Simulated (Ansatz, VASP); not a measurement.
This is a calculation of GaN for Ansatz 0.2.0.

File input.yaml:

```yaml
crystal:
  lattice:
    - [0.0, 2.283155332, 2.283155332]
    - [2.283155332, 0.0, 2.283155332]
    - [2.283155332, 2.283155332, 0.0]
  atoms:
    - { symbol: Ga, position: [0.0, 0.0, 0.0] }
    - { symbol: "N", position: [0.25, 0.25, 0.25] }
hamiltonian:
  xc: r2scan
  pseudopotentials: { kind: paw }
  dispersion: rvv10
kpoints:
  mp_grid: { grid: [10, 10, 10] }
scf:
  occupations: { method: fermi_dirac, width: 0.05 }
output:
  forces: true
  stress: true
  eigenvalues: true
```

Potentials or basis: Ansatz PAW.

The run is started by

```sh
$ ansatz run input.yaml --threads 2 --pin off --max-ram 5120MiB --backend cpu --events-out ev --progress --plain --runs-dir out
```

Task: Set up the same calculation for VASP 6.6.1. Potentials there: VASP PAW PBE potentials, release 64 (Ga_d, N).

Result: As run (the cutoff follows the program's own potentials):

The input POSCAR:

```
GaN
1.0
    0.0000000000      2.2831553320      2.2831553320
    2.2831553320      0.0000000000      2.2831553320
    2.2831553320      2.2831553320      0.0000000000
Ga N
1 1
Direct
    0.0000000000      0.0000000000      0.0000000000
    0.2500000000      0.2500000000      0.2500000000
```

File INCAR.step1:

```
PREC = Accurate
ENCUT = 520
ISMEAR = -1
SIGMA = 0.05
LREAL = F
LASPH = T
NELM = 80
NBANDS = 16
GGA = PE
ALGO = Normal
EDIFF = 1E-4
LWAVE = T
LCHARG = F
```

File INCAR.step2:

```
PREC = Accurate
ENCUT = 520
EDIFF = 1E-7
ISMEAR = -1
SIGMA = 0.05
LREAL = F
LASPH = T
NELM = 80
ALGO = Normal
ISIF = 2
LWAVE = F
LCHARG = T
METAGGA = R2SCAN
LMIXTAU = T
LUSE_VDW = T
IVDW_NL = 2
BPARAM = 11.95
CPARAM = 0.0093
LELF = T
LVHAR = T
NBANDS = 16
ISTART = 1
```

Contents of KPOINTS:

```
regular mesh
0
Gamma
  10 10 10
```

Potentials or basis: VASP PAW PBE potentials, release 64 (Ga_d, N).

Run with:

```sh
$ cat potpaw_PBE.64/Ga_d/POTCAR potpaw_PBE.64/N/POTCAR > POTCAR
$ cp INCAR.step1 INCAR
$ mpirun -np 1 vasp_std > vasp.out
$ cp INCAR.step2 INCAR
$ mpirun -np 1 vasp_std > vasp.out
```

Both were run:

|  | VASP | Ansatz | Ansatz less VASP |
| --- | --- | --- | --- |
| gap on the k mesh at the Fermi level (eV) | 1.82 | 1.83 | +0.004 |
| least direct gap on the mesh (eV) | 1.82 | 1.83 | +0.004 |
| pressure (GPa) | -8.3 | -9.2 | -0.90 |

VASP's potentials were made for PBE, not for r2SCAN.
